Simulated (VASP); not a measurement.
# Cd2Si (Fmmm) in VASP: settings compared

The runs below take Cd2Si through single point, with LDA, PBE.

Everything below comes from runs of VASP 6.6.1. Logs are shortened: lines on timing, memory, paths and dates and some standing lists are left out, and cuts for length are marked.

### Step 1. The cell of the first run

The structure is orthorhombic, space group Fmmm (No. 69). The conventional cell has a = 3.481 Å, b = 4.723 Å, c = 14.189 Å, α = 90.00°, β = 90.00°, γ = 90.00°. Within 3.8 Å of Cd (site symmetry mm2) lie 4 Si at 2.88 to 3.29 Å and 10 Cd at 2.93 to 3.48 Å. Within 3.8 Å of Si (site symmetry mmm) lie 8 Cd at 2.88 to 3.29 Å and 6 Si at 2.93 to 3.48 Å.

### Step 2. Single point, LDA

INCAR

```
SYSTEM = Cd2Si
  ALGO = Normal
  EDIFF = 1E-6
  ENCUT = 520
  ISIF = 2
  ISMEAR = 0
  LASPH = .True.
  LCHARG = .False.
  LREAL = .False.
  LWAVE = .False.
  NBANDS = 21
  NELM = 60
  PREC = Accurate
  SIGMA = 0.005
```

KPOINTS

```
k-points
0
Gamma
  8 8 8
  0 0 0
```

POSCAR

```
Cd2Si
1.0
    0.0000000000      2.3613173000      7.0944219000
    1.7407272100      0.0000000000      7.0944219000
    1.7407272100      2.3613173000      0.0000000000
Cd Si
2 1
Direct
    0.3386310000      0.3386310000      0.6613690000
    0.6613690000      0.6613690000      0.3386310000
    0.0000000000      0.0000000000      0.0000000000
```

Potentials or basis: VASP PAW LDA potentials, release 64 (Cd, Si).

Launch:

```sh
$ cat potpaw_LDA.64/Cd/POTCAR potpaw_LDA.64/Si/POTCAR > POTCAR
$ mpirun -np 1 vasp_std > vasp.out
```

OUTCAR:

```text
SYSTEM = Cd2Si
   EDIFF = 1E-6
   ENCUT = 520
   ISIF = 2
   ISMEAR = 0
   LASPH = .True.
   LREAL = .False.
   NELM = 60
   PREC = Accurate

 ion  position               nearest neighbor table
   1  0.339  0.339  0.661-   3 2.88   3 2.88   2 3.06   2 3.06   3 3.29   3 3.29   2 3.45   2 3.45

   2  0.661  0.661  0.339-   3 2.88   3 2.88   1 3.06   1 3.06   3 3.29   3 3.29   1 3.45   1 3.45

   3  0.000  0.000  0.000-   2 2.88   2 2.88   1 2.88   1 2.88   1 3.29   2 3.29   2 3.29   1 3.29

  LATTYP: Found a face centered orthorhombic cell.
 ALAT       =     3.4814544200
 B/A-ratio  =     1.3565119718
 C/A-ratio  =     4.0755506430

  Lattice vectors:

 A1 = (   0.0000000000,   2.3613173000,   7.0944219000)
 A2 = (   1.7407272100,   0.0000000000,   7.0944219000)
 A3 = (   1.7407272100,   2.3613173000,   0.0000000000)

Analysis of symmetry for initial positions (statically):
=====================================================================
 Subroutine PRICEL returns:
 Original cell was already a primitive cell.

 Routine SETGRP: Setting up the symmetry group for a
 face centered orthorhombic supercell.

 Subroutine GETGRP returns: Found  8 space group operations
 (whereof  8 operations were pure point group operations)
 out of a pool of  8 trial point group operations.

The static configuration has the point symmetry D_2h.

Analysis of symmetry for dynamics (positions and initial velocities):
=====================================================================
 Subroutine PRICEL returns:
 Original cell was already a primitive cell.

 Routine SETGRP: Setting up the symmetry group for a
 face centered orthorhombic supercell.

 Subroutine GETGRP returns: Found  8 space group operations
 (whereof  8 operations were pure point group operations)
 out of a pool of  8 trial point group operations.

The dynamic configuration has the point symmetry D_2h.

 Subroutine INISYM returns: Found  8 space group operations
 (whereof  8 operations are pure point group operations),
 and found     1 'primitive' translations

----------------------------------------------------------------------------------------

                                     Primitive cell

  volume of cell :      58.3220

  direct lattice vectors                    reciprocal lattice vectors
     0.000000000  2.361317300  7.094421900    -0.287236275  0.211746215  0.070477906
     1.740727210  0.000000000  7.094421900     0.287236275 -0.211746215  0.070477906
     1.740727210  2.361317300  0.000000000     0.287236275  0.211746215 -0.070477906

  length of vectors
     7.477074394  7.304858200  2.933590055     0.363742041  0.363742041  0.363742041

  position of ions in fractional coordinates (direct lattice)
     0.338631000  0.338631000  0.661369000
     0.661369000  0.661369000  0.338631000
     0.000000000  0.000000000  0.000000000

  ion indices of the primitive-cell ions
   primitive index   ion index
                 1           1
                 2           2
                 3           3

----------------------------------------------------------------------------------------

 KPOINTS: k-points

Automatic generation of k-mesh.
 Grid dimensions read from file:
 generate k-points for:    8    8    8

 Generating k-lattice:

  Cartesian coordinates                     Fractional coordinates (reciprocal lattice)
    -0.035904534  0.026468277  0.008809738     0.125000000  0.000000000  0.000000000
     0.035904534 -0.026468277  0.008809738     0.000000000  0.125000000  0.000000000
     0.035904534  0.026468277 -0.008809738    -0.000000000 -0.000000000  0.125000000

  Length of vectors
     0.045467755  0.045467755  0.045467755

  Shift w.r.t. Gamma in fractional coordinates (k-lattice)
     0.000000000  0.000000000  0.000000000

 Subroutine IBZKPT returns following result:
 ===========================================

 Found     95 irreducible k-points:

 Following reciprocal coordinates:
            Coordinates               Weight
  0.000000  0.000000  0.000000      1.000000
  0.125000  0.000000  0.000000      8.000000
  0.250000  0.000000  0.000000      8.000000
  0.375000  0.000000  0.000000      8.000000
  0.500000  0.000000  0.000000      4.000000
  0.125000  0.125000  0.000000      2.000000
[... 16 lines left out ...]
  0.250000  0.000000  0.125000      8.000000
  0.375000  0.000000  0.125000      8.000000
 [... further k-points ...]
   k-points           NKPTS =     95   k-points in BZ     NKDIM =     95   number of bands    NBANDS=     21
   number of dos      NEDOS =    301   number of ions     NIONS =      3
   total plane-waves  NPLWV =  72576
   dimension x,y,z NGX =    56 NGY =   54 NGZ =   24
   dimension x,y,z NGXF=   112 NGYF=  108 NGZF=   48
   ions per type =               2   1
   NGX,Y,Z   is equivalent  to a cutoff of  12.45, 12.29, 13.60 a.u.
   NGXF,Y,Z  is equivalent  to a cutoff of  24.90, 24.58, 27.20 a.u.
 SYSTEM =  Cd2Si
   PREC   = accura    normal or accurate (medium, high low for compatibility)
   ISTART =      0    job   : 0-new  1-cont  2-samecut
   ICHARG =      2    charge: 1-file 2-atom 10-const
   ISPIN  =      1    spin polarized calculation?
   LNONCOLLINEAR =      F non collinear calculations
   LSORBIT =      F    spin-orbit coupling
   LASPH  =      T    aspherical Exc in radial PAW
   ENCUT  =  520.0 eV  38.22 Ry    6.18 a.u.  13.90 13.58  5.45*2*pi/ulx,y,z
   NELM   =     60;   NELMIN=  2; NELMDL= -5     # of ELM steps
   EDIFF  = 0.1E-05   stopping-criterion for ELM
   LREAL  =      F    real-space projection
   EDIFFG = 0.1E-04   stopping-criterion for IOM
   NSW    =      0    number of steps for IOM
   IBRION =     -1    ionic relax: 0-MD 1-quasi-New 2-CG
   NFREE  =      0    steps in history (QN), initial steepest desc. (CG)
   ISIF   =      2    stress and relaxation
   ISYM   =      2    0-nonsym 1-usesym 2-fastsym
   POTIM  = 0.5000    time-step for ionic-motion
   TEBEG  =    0.0;   TEEND  =   0.0 temperature during run
   PSTRESS=    0.0 pullay stress
   NELECT =      28.0000    total number of electrons
   NUPDOWN=      -1.0000    fix difference up-down
   EMIN   =  10.00;   EMAX   =-10.00  energy-range for DOS
   EFERMI =   0.00;   METHOD = LEGACY
   ISMEAR =     0;   SIGMA  =   0.01  broadening in eV -4-tet -1-fermi 0-gaus
   EFERMI_NEDOS =   21; number of points for ismear=-14 and -15
   IALGO  =     38    algorithm
   IMIX   =      4    mixing-type and parameters
     AMIX     =   0.40;   BMIX     =  1.00
     AMIX_MAG =   1.60;   BMIX_MAG =  1.00
  volume/ion in A,a.u.               =      19.44       131.19
  Fermi-wavevector in a.u.,A,eV,Ry     =   1.281888  2.422417 22.357602  1.643237
  Thomas-Fermi vector in A             =   2.414232
   LORBIT       =      0    0 simple, 1 ext, 2 COOP (PROOUT), +10 PAW based schemes
   GGA     = CA    functional components
   LHFCALC =     F    Hartree Fock is set to
   AEXX    =    0.0000 exact exchange contribution
   IVDW    =     0    specifies the selected vdW correction
   LEPSILON=     F    determine dielectric tensor
   LRPA    =     F    only Hartree local field effects (RPA)
 non-spin polarized calculation
 Gauss-broadening in eV      SIGMA  =   0.01
  energy-cutoff  :      520.00
  volume of cell :       58.32
 maximum number of plane-waves:      1599
   NGX = 27   NGY = 27   NGZ = 11

 number of electron      28.0000006 magnetization

 Free energy of the ion-electron system (eV)
  ---------------------------------------------------
  ext. energy  EPLUGINS =         0.00000000
  ---------------------------------------------------
  free energy    TOTEN  =        -7.90274024 eV

  energy without entropy =       -7.90272655  energy(sigma->0) =       -7.90273340

 E-fermi :   4.4996     XC(G=0): -11.3328

 val. band max:        4.4550809004   @ k =  -0.3750  -0.0000   0.1250
 cond. band min:       4.4999768413   @ k =  -0.3750   0.1250   0.5000
 fundamental gap:      0.0448959409
 Fermi energy:         4.4996129534

 k-point     1 :       0.0000    0.0000    0.0000
  band No.  band energies     occupation
      1      -6.5148      2.00000
      2      -5.3248      2.00000
      3      -5.3089      2.00000
      4      -5.1638      2.00000
      5      -5.0448      2.00000
      6      -4.5308      2.00000
[... 13 lines left out ...]
     20      14.5831      0.00000
     21      15.3631      0.00000

 k-point     2 :       0.1250    0.0000    0.0000
  band No.  band energies     occupation
      1      -6.2448      2.00000
      2      -5.3049      2.00000
      3      -5.1439      2.00000
      4      -5.1367      2.00000
      5      -4.8939      2.00000
      6      -4.6040      2.00000
[... 13 lines left out ...]
     20      14.9929      0.00000
     21      15.8123      0.00000

 k-point     3 :       0.2500    0.0000    0.0000
  band No.  band energies     occupation
      1      -5.5861      2.00000
      2      -5.2942      2.00000
      3      -5.1929      2.00000
      4      -4.8683      2.00000
      5      -4.8005      2.00000
      6      -4.6161      2.00000
[... 13 lines left out ...]
     20      13.9508      0.00000
     21      13.9757      0.00000
[... 457 lines left out ...]
 k-point    23 :       0.2500    0.0000    0.1250
  band No.  band energies     occupation
      1      -5.6242      2.00000
      2      -5.0570      2.00000
      3      -4.9503      2.00000
      4      -4.8600      2.00000
      5      -4.7183      2.00000
      6      -4.7029      2.00000
[... 13 lines left out ...]
     20      13.6430      0.00000
     21      14.8478      0.00000

 k-point    24 :       0.3750    0.0000    0.1250
  band No.  band energies     occupation
      1      -5.2526      2.00000
      2      -5.0901      2.00000
      3      -5.0548      2.00000
      4      -4.9792      2.00000
      5      -4.6541      2.00000
      6      -4.6381      2.00000
[... 13 lines left out ...]
     20      12.1543      0.00000
     21      13.5676      0.00000

 [... further k-points ...]

------------------------ aborting loop because EDIFF is reached ----------------------------------------

  FORCE on cell =-STRESS in cart. coord.  units (eV):
  Direction    XX          YY          ZZ          XY          YZ          ZX
  --------------------------------------------------------------------------------------
  -------------------------------------------------------------------------------------
  Total        0.0317359     -0.4485539     -0.7157059      0.0000000      0.0000000      0.0000000
  in kB        0.8718248    -12.3223380    -19.6613393      0.0000000      0.0000000      0.0000000
  external PRESSURE =     -10.3706175 kB  Pullay stress =       0.0000000 kB

 VOLUME and BASIS-vectors are now :
 -----------------------------------------------------------------------------
  energy-cutoff  :      520.00
  volume of cell :       58.32
      direct lattice vectors                 reciprocal lattice vectors
     0.000000000  2.361317300  7.094421900    -0.287236275  0.211746215  0.070477906
     1.740727210  0.000000000  7.094421900     0.287236275 -0.211746215  0.070477906
     1.740727210  2.361317300  0.000000000     0.287236275  0.211746215 -0.070477906

 POSITION                                       TOTAL-FORCE (eV/Angst)
 -----------------------------------------------------------------------------------
      1.74073      2.36132      4.80478        -0.000000      0.000000     -0.019403
      1.74073      2.36132      9.38406        -0.000000      0.000000      0.019403
      0.00000      0.00000      0.00000         0.000000      0.000000     -0.000000
 -----------------------------------------------------------------------------------
    total drift:                                0.000000      0.000000      0.000000

  FREE ENERGIE OF THE ION-ELECTRON SYSTEM (eV)
  ---------------------------------------------------
  free  energy   TOTEN  =        -7.9027402416 eV

  energy  without entropy=       -7.9027265498  energy(sigma->0) =       -7.90273340
```

Run time: 1.7 min. Hardware: 1 thread of Intel Xeon Platinum 8559C (Emerald Rapids), shared host; peak memory 0.26 GiB.

Results:

| Item | Value |
| --- | --- |
| Free energy | -7.9027 eV |
| Pressure | -1.0 GPa |
| Largest force | 0.019 eV/Å |
| Band gap on the k mesh | zero (band 14 reaches 7.37 eV, above the bottom of band 15 at 3.36 eV) |

Forces on the atoms (eV/Å):
```
Cd   0.000  0.000 -0.019
Cd   0.000  0.000  0.019
Si   0.000  0.000  0.000
```

Levels at points of the mesh, in eV from the Fermi level:
```tsv
k point	band 12	band 13	band 14	band 15	band 16	band 17
(0.00, 0.00, 0.00)	-7.05	-6.63	2.60	2.68	5.18	6.57
(0.50, 0.00, 0.00)	-4.74	-3.23	-2.04	0.04	0.56	4.36
(0.50, 0.50, 0.00)	-8.52	-3.39	-2.21	5.06	6.52	8.26
(0.50, 0.00, 0.50)	-3.78	0.13	0.40	0.58	0.70	0.78
(0.00, 0.50, 0.50)	-3.33	-1.42	-0.36	0.33	2.06	2.95
```

### Step 3. Single point, PBE

INCAR

```
SYSTEM = Cd2Si
  PREC = Accurate
  ENCUT = 520
  EDIFF = 1E-7
  ISMEAR = 1
  SIGMA = 0.05
  LREAL = .False.
  LASPH = .True.
  NELM = 60
  ALGO = Normal
  ISIF = 2
  LWAVE = .False.
  LCHARG = .True.
  GGA = PE
  LELF = .True.
  LVHAR = .True.
  NBANDS = 21
```

KPOINTS

```
regular mesh
0
Gamma
  8 8 8
  0 0 0
```

POSCAR is that of step 2.

Potentials or basis: VASP PAW PBE potentials, release 64 (Cd, Si).

Launch:

```sh
$ cat potpaw_PBE.64/Cd/POTCAR potpaw_PBE.64/Si/POTCAR > POTCAR
$ mpirun -np 1 vasp_std > vasp.out
```

OUTCAR:

```text
SYSTEM = Cd2Si
   PREC = Accurate
   ENCUT = 520
   EDIFF = 1E-7
   ISMEAR = 1
   LREAL = .False.
   LASPH = .True.
   NELM = 60
   ISIF = 2
   GGA = PE

 ion  position               nearest neighbor table
   1  0.339  0.339  0.661-   3 2.88   3 2.88   2 3.06   2 3.06   3 3.29   3 3.29   2 3.45   2 3.45

   2  0.661  0.661  0.339-   3 2.88   3 2.88   1 3.06   1 3.06   3 3.29   3 3.29   1 3.45   1 3.45

   3  0.000  0.000  0.000-   2 2.88   2 2.88   1 2.88   1 2.88   1 3.29   2 3.29   2 3.29   1 3.29

  LATTYP: Found a face centered orthorhombic cell.
 ALAT       =     3.4814544200
 B/A-ratio  =     1.3565119718
 C/A-ratio  =     4.0755506430

  Lattice vectors:

 A1 = (   0.0000000000,   2.3613173000,   7.0944219000)
 A2 = (   1.7407272100,   0.0000000000,   7.0944219000)
 A3 = (   1.7407272100,   2.3613173000,   0.0000000000)

Analysis of symmetry for initial positions (statically):
=====================================================================
 Subroutine PRICEL returns:
 Original cell was already a primitive cell.

 Routine SETGRP: Setting up the symmetry group for a
[... 166 lines left out ...]
  free energy    TOTEN  =        -5.68982433 eV

  energy without entropy =       -5.68984368  energy(sigma->0) =       -5.68983078

 E-fermi :   4.6914     XC(G=0): -11.0741

 val. band max:        4.6890738208   @ k =  -0.3750  -0.0000   0.1250
 cond. band min:       4.7020845593   @ k =  -0.3750   0.1250   0.5000
 fundamental gap:      0.0130107385
 Fermi energy:         4.6914326432

 k-point     1 :       0.0000    0.0000    0.0000
  band No.  band energies     occupation
      1      -6.3585      2.00000
      2      -5.1879      2.00000
      3      -5.1605      2.00000
      4      -5.0284      2.00000
      5      -4.8990      2.00000
      6      -4.3989      2.00000
[... 565 lines left out ...]
     20      12.3969      0.00000
     21      13.7839      0.00000

 [... further k-points ...]

------------------------ aborting loop because EDIFF is reached ----------------------------------------

  FORCE on cell =-STRESS in cart. coord.  units (eV):
  Direction    XX          YY          ZZ          XY          YZ          ZX
  --------------------------------------------------------------------------------------
  -------------------------------------------------------------------------------------
  Total        2.3489453      1.9232575      1.5550588      0.0000000      0.0000000      0.0000000
  in kB       64.5284753     52.8342985     42.7194165      0.0000000      0.0000000      0.0000000
  external PRESSURE =      53.3607301 kB  Pullay stress =       0.0000000 kB

 VOLUME and BASIS-vectors are now :
 -----------------------------------------------------------------------------
  energy-cutoff  :      520.00
  volume of cell :       58.32
      direct lattice vectors                 reciprocal lattice vectors
     0.000000000  2.361317300  7.094421900    -0.287236275  0.211746215  0.070477906
     1.740727210  0.000000000  7.094421900     0.287236275 -0.211746215  0.070477906
     1.740727210  2.361317300  0.000000000     0.287236275  0.211746215 -0.070477906

 POSITION                                       TOTAL-FORCE (eV/Angst)
 -----------------------------------------------------------------------------------
      1.74073      2.36132      4.80478         0.000000      0.000000      0.047278
      1.74073      2.36132      9.38406         0.000000      0.000000     -0.047278
      0.00000      0.00000      0.00000         0.000000      0.000000     -0.000000
 -----------------------------------------------------------------------------------
    total drift:                                0.000000      0.000000      0.000000

  FREE ENERGIE OF THE ION-ELECTRON SYSTEM (eV)
  ---------------------------------------------------
  free  energy   TOTEN  =        -5.6898243312 eV

  energy  without entropy=       -5.6898436801  energy(sigma->0) =       -5.68983078
```

stdout:

```text
POSCAR found type information on POSCAR CdSi
 POSCAR found :  2 types and       3 ions
 scaLAPACK will be used
 LDA part: xc-table for (Slater+PW92), standard interpolation
 POSCAR, INCAR and KPOINTS ok, starting setup
 FFT: planning ... GRIDC
 FFT: planning ... GRID_SOFT
 FFT: planning ... GRID
 WAVECAR not read
 entering main loop
```

It took 2.2 min on 1 thread of Intel Xeon Platinum 8559C (Emerald Rapids), shared host; peak memory 0.3 GiB.

What came out:

```
Free energy            : -5.6898 eV
Pressure               : 5.3 GPa
Largest force          : 0.047 eV/Å
Band gap on the k mesh : zero (band 14 reaches 7.58 eV, above the bottom of band 15 at 3.60 eV)
```

Forces on the atoms (eV/Å):
```
Cd   0.000  0.000  0.047
Cd   0.000  0.000 -0.047
Si   0.000  0.000  0.000
```

### Step 4. Single point, PBE

INCAR

```
ALGO = Fast
EDIFF = 1E-6
ENCUT = 520
GGA = PE
ISIF = 2
ISMEAR = 1
LASPH = T
LCHARG = T
LELF = T
LREAL = F
LVHAR = T
LWAVE = F
NBANDS = 21
NELM = 100
PREC = Accurate
SIGMA = 0.05
```

KPOINTS

```
k-points
0
Gamma
  8 8 8
```

POSCAR is that of step 3.

Launch:

```sh
$ cat potpaw_PBE.64/Cd/POTCAR potpaw_PBE.64/Si/POTCAR > POTCAR
$ mpirun -np 1 vasp_std > vasp.out
```

It took 2 min on 1 thread of Intel Xeon Platinum 8559C (Emerald Rapids), shared host; peak memory 0.3 GiB.

Results (log left out):

```yaml
Free_energy: -5.6898 eV
Pressure: 5.3 GPa
Largest_force: 0.048 eV/Å
Band_gap_on_the_k_mesh: zero (band 14 reaches 7.58 eV, above the bottom of band 15 at 3.60 eV)
```

Forces in eV/Å, atoms in the order of the input:
```
Cd   0.000  0.000  0.048
Cd   0.000  0.000 -0.048
Si   0.000  0.000  0.000
```

Stress tensor (GPa, compression positive):
```
6.46 0.00 0.00
0.00 5.29 0.00
0.00 0.00 4.28
```

Levels at points of the mesh, in eV from the Fermi level:
| k point | band 11 | band 12 | band 13 | band 14 | band 15 | band 16 | band 17 | band 18 |
| --- | --- | --- | --- | --- | --- | --- | --- | --- |
| (0.00, 0.00, 0.00) | -8.60 | -7.05 | -6.62 | 2.62 | 2.71 | 5.22 | 6.61 | 8.20 |
| (0.50, 0.00, 0.00) | -6.47 | -4.78 | -3.24 | -2.01 | 0.08 | 0.57 | 4.40 | 4.71 |
| (0.50, 0.50, 0.00) | -8.60 | -8.58 | -3.42 | -2.16 | 5.10 | 6.56 | 8.19 | 8.60 |
| (0.50, 0.00, 0.50) | -4.50 | -3.83 | 0.14 | 0.40 | 0.55 | 0.72 | 0.83 | 3.49 |
| (0.00, 0.50, 0.50) | -4.50 | -3.39 | -1.41 | -0.34 | 0.31 | 2.08 | 3.02 | 3.13 |
